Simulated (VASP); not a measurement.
Here is a VASP 6.6.1 calculation.

File INCAR:

```
SYSTEM = WSe2
PREC = Accurate
ENCUT = 520
EDIFF = 1E-6
ISMEAR = 0
SIGMA = 0.02
LREAL = .FALSE.
LASPH = .TRUE.
NELM = 60
ALGO = Normal
ISIF = 2
LWAVE = .FALSE.
LCHARG = .FALSE.
LDIPOL = .TRUE.
IDIPOL = 3
DIPOL = 0.5 0.5 0.500
GGA = PS
IBRION = 2
NSW = 100
EDIFFG = -0.002
LUSENCCL = .FALSE.
```

The input KPOINTS:

```
Automatic mesh
0
G
  12 12 1
  0 0 0
```

POSCAR

```
WSe2
1.0
    3.3148200000      0.0000000000      0.0000000000
   -1.6574100000      2.8707183290      0.0000000000
    0.0000000000      0.0000000000     21.3410000000
Se W
2 1
Direct
    0.6666666667      0.3333333333      0.4217234431
    0.6666666667      0.3333333333      0.5782765569
    0.3333333333      0.6666666667      0.5000000000
```

Potentials or basis: VASP PAW PBE potentials, release 64 (Se, W_sv).

Run with:

```console
$ cat potpaw_PBE.64/Se/POTCAR potpaw_PBE.64/W_sv/POTCAR > POTCAR
$ mpirun -np 1 vasp_std > vasp.out
```

Q: What does it give for the band gap on the k mesh?

A: 1.52 eV, direct.

Q: Estimate the energy gained by relaxing.

A: 0.7 meV/atom.

Final structure:
```cif
data_structure
_symmetry_space_group_name_H-M 'P 1'
_symmetry_Int_Tables_number 1
_cell_length_a 3.3148
_cell_length_b 3.3148
_cell_length_c 21.3410
_cell_angle_alpha 90.000
_cell_angle_beta 90.000
_cell_angle_gamma 120.000
_cell_volume 203.08
loop_
_atom_site_label
_atom_site_type_symbol
_atom_site_fract_x
_atom_site_fract_y
_atom_site_fract_z
_atom_site_occupancy
Se1 Se 0.66667 0.33333 0.42225 1
Se2 Se 0.66667 0.33333 0.57775 1
W1 W 0.33333 0.66667 0.50000 1
```

Caveat: spin-orbit coupling is left out, which moves the levels of the heavy elements.
